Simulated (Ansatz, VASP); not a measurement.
# Tl in VASP and in Ansatz

INCAR

```
SYSTEM = Tl
PREC     = Accurate       ! precision mode
ENCUT    = 600            ! plane-wave cutoff, eV
EDIFF    = 1E-6           ! SCF threshold, eV
ISMEAR   = -1             ! smearing method
SIGMA    = 0.05           ! smearing width, eV
LREAL    = .FALSE.        ! projectors in reciprocal space
LASPH    = .TRUE.         ! aspherical terms in the spheres
NELM     = 100            ! most SCF steps
ALGO     = Normal         ! electronic algorithm
ISIF     = 3              ! what is computed and relaxed
LWAVE    = .FALSE.        ! write WAVECAR
LCHARG   = .FALSE.        ! write CHGCAR
IBRION   = 2              ! ionic algorithm
NSW      = 60             ! ionic steps
EDIFFG   = -0.005         ! ionic threshold
```

File KPOINTS:

```
Automatic mesh
0
G
  15 15 15
  0 0 0
```

The input POSCAR:

```
Tl
1.0
   -1.8961139409      1.8961139409      1.8961139409
    1.8961139409     -1.8961139409      1.8961139409
    1.8961139409      1.8961139409     -1.8961139409
Tl
1
Direct
    0.0000000000      0.0000000000      0.0000000000
```

Input for Ansatz:

```yaml
crystal:
  lattice:
    - [-1.8961139409, 1.8961139409, 1.8961139409]
    - [1.8961139409, -1.8961139409, 1.8961139409]
    - [1.8961139409, 1.8961139409, -1.8961139409]
  atoms:
    - { symbol: Tl, position: [0.0, 0.0, 0.0] }
kpoints:
  mp_grid: { grid: [15, 15, 15] }
scf:
  occupations: { method: fermi_dirac, width: 0.05 }
hamiltonian:
  xc: lda
  pseudopotentials: { kind: paw }
output:
  forces: true
  stress: true
relax:
  f_tol: 0.005
  max_steps: 40
  cell: {}
```

Alike in both runs: task relaxation of cell and atoms; functional LDA; k mesh 15 × 15 × 15; occupations fermi-dirac, width 0.05 eV; no spin polarisation.

|  | VASP | Ansatz |
| --- | --- | --- |
| version | VASP 6.6.1 | Ansatz 0.2.0 |
| potentials or method | VASP PAW LDA potentials, release 64 (Tl_d) | PAW with Ansatz's default frozen-core files, scalar-relativistic |
| plane-wave cutoff (eV) | 600 | 420 |
| valence electrons in the cell | 13 | 13 |

VASP gave:

| Item | Value |
| --- | --- |
| relaxed volume (Å³/atom) | 27.36 |
| relaxed cell length with the largest relative difference (Å) | 3.288 |

Problem. Which values does Ansatz return?

Solution. Relaxed volume (Å³/atom): 27.27; relaxed cell length with the largest relative difference (Å): 3.284.

LDA's correlation is that of Perdew and Zunger in VASP and of Perdew and Wang (1992) in Ansatz.

Spin-orbit coupling is off throughout.
